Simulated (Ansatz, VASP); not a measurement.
## BaF2: VASP beside Ansatz

```
CELL_PARAMETERS angstrom
0.00000 3.09716 3.09716
3.09716 0.00000 3.09716
3.09716 3.09716 0.00000
ATOMIC_POSITIONS crystal
Ba 0.00000 0.00000 0.00000
F 0.25000 0.25000 0.25000
F 0.75000 0.75000 0.75000
```

Alike in both runs: task single point; functional PBEsol; k mesh 6 × 6 × 6; occupations gaussian, width 0.5 eV; no spin polarisation.

```csv
,VASP,Ansatz
version,VASP 6.6.1,Ansatz 0.2.0
potentials or method,"VASP PAW PBE potentials, release 64 (Ba_sv, F)",plane waves
plane-wave cutoff (eV),600,420
valence electrons in the cell,24,24
```

VASP gave:

* gap on the k mesh at the Fermi level (eV): 6.65
* pressure (GPa): -0.5

Problem. What did Ansatz give for the same quantities?

Solution. gap on the k mesh at the Fermi level (eV): 6.74; pressure (GPa): -1.6.

VASP's potentials were made for PBE, not for PBEsol. The functional is the same, so the differences come from potentials, cutoffs and numerics.

Spin-orbit coupling is off throughout.
